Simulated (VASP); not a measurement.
In3As, 4 atoms in the cell. The structure is cubic, space group Pm-3m (No. 221). Conventional cell: a = 4.672 Å, b = 4.672 Å, c = 4.672 Å, α = 90.00°, β = 90.00°, γ = 90.00°. In (site symmetry 4/mmm) has 8 In at 3.30 Å and 4 As at 3.30 Å within 4.3 Å. As (site symmetry m-3m) has 12 In at 3.30 Å within 4.3 Å. 

| Item | Value |
| --- | --- |
| Program | VASP 6.6.1 |
| Task | relaxation of the atoms |
| Functional | LDA |
| Potentials or basis | VASP PAW LDA potentials, release 64 (In_d, As) |
| Cutoff | 450 eV |
| k mesh | 3 × 3 × 3 |
| Occupations | fermi-dirac, width 0.1 eV |
| Spin | no spin polarisation |
| Dipole correction | no |
| Further INCAR settings | ALGO = Normal; EDIFF = 1e-07; IBRION = 2; EDIFFG = -0.05; NSW = 80 |

Potentials or basis: VASP PAW LDA potentials, release 64 (In_d, As).

Launch:

```sh
$ cat potpaw_LDA.64/In_d/POTCAR potpaw_LDA.64/As/POTCAR > POTCAR
$ mpirun -np 1 vasp_std > vasp.out
```

Hardware: 1 thread of Intel(R) Xeon(R) Platinum 8259CL CPU @ 2.50GHz (Skylake/Cascade Lake), with other jobs on the host.

How long does it take, and how much memory?

Run time: 7.5 s on 1 thread of Intel(R) Xeon(R) Platinum 8259CL CPU @ 2.50GHz (Skylake/Cascade Lake), with other jobs on the host, peak memory 0.15 GiB. Counts: scf iterations 13, k points 4, ion steps 1.
